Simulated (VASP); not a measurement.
Write the native input for VASP 6.6.1 that does the following.

```
Task                   : single point
Functional             : PBE
Potentials or basis    : VASP PAW PBE potentials, release 64 (Mo_sv, S)
Cutoff                 : 520 eV
k mesh                 : 2 × 3 × 1
Occupations            : fermi-dirac, width 0.3 eV
Spin                   : no spin polarisation
Dipole correction      : no
Further INCAR settings : LREAL = Auto; ALGO = Normal; EDIFF = 1e-06; NBANDS = 122
```

The structure of MoS2 lies in POSCAR:

```
MoS2
1.0
   -3.2209600000     -5.5788660000      0.0000000000
    4.8314400000     -2.7894330000      0.0000000000
    0.0000000000      0.0000000000     12.5260690000
Mo S
8 16
Direct
    0.4448849181      0.3105816332      0.2653585894
    0.4040871450      0.7048930610      0.7805800846
    0.1891989570      0.7838454524      0.2672187100
    0.1611581736      0.2192274003      0.7741455041
   -0.0583888111      0.2934801995      0.2659573406
   -0.0893246316      0.7203005594      0.7677588236
    0.6770900118      0.7985155242      0.2721444373
    0.6370611968      0.2164672711      0.7747761888
    0.4086722204      0.3956619300      0.6395781470
    0.4274324427      0.6292001558      0.1402754527
    0.3867967305      0.3668175114      0.9048489195
    0.4264292979      0.6286969747      0.3883900049
    0.1790604798      0.8849632083      0.6574448855
    0.2094323433      0.1105619030      0.1383275152
    0.1503763308      0.8776588650      0.8932012110
    0.1943551872      0.1402501705      0.3840630289
   -0.0920554569      0.3968781679      0.6450387588
   -0.0789272523      0.6049704596      0.1523303121
   -0.1159394570      0.3880755317      0.8987815731
   -0.0728510977      0.6195977863      0.4012910994
    0.6417831595      0.8843653001      0.6508825714
    0.6895139726      0.1451527754      0.1421754902
    0.6559075595      0.8850471108      0.9044816854
    0.6905919288      0.1332457774      0.3978582586
```

The input as run:

INCAR

```
SYSTEM = MoS2
ALGO = Normal
EDIFF = 1E-6
ENCUT = 520
GGA = PE
ISIF = 2
ISMEAR = -1
LASPH = .True.
LCHARG = .False.
LREAL = Auto
LWAVE = .False.
NBANDS = 122
NELM = 80
PREC = Accurate
SIGMA = 0.3
```

KPOINTS

```
k-points
0
Gamma
  2 3 1
  0 0 0
```

Potentials or basis: VASP PAW PBE potentials, release 64 (Mo_sv, S).

Launch:

```sh
$ cat potpaw_PBE.64/Mo_sv/POTCAR potpaw_PBE.64/S/POTCAR > POTCAR
$ mpirun -np 1 vasp_std > vasp.out
```

Results of the run:

```
Pressure               : -1.6 GPa
Largest force          : 2.373 eV/Å
Band gap on the k mesh : 0.79 eV (least direct gap 1.06 eV)
```

Caveat: the k points lie up to 0.50 Å⁻¹ apart; the atoms stand as in a frame of molecular dynamics; so wide a smearing shifts energies and pressures; semilocal functionals underestimate gaps, and a narrow one can read as zero; forces of over 1 eV/Å act on the atoms, so gaps and moduli don't describe the material at rest.

Run time: 19 min on 1 thread of Intel Xeon 8259CL (shared host), peak memory 0.51 GiB.
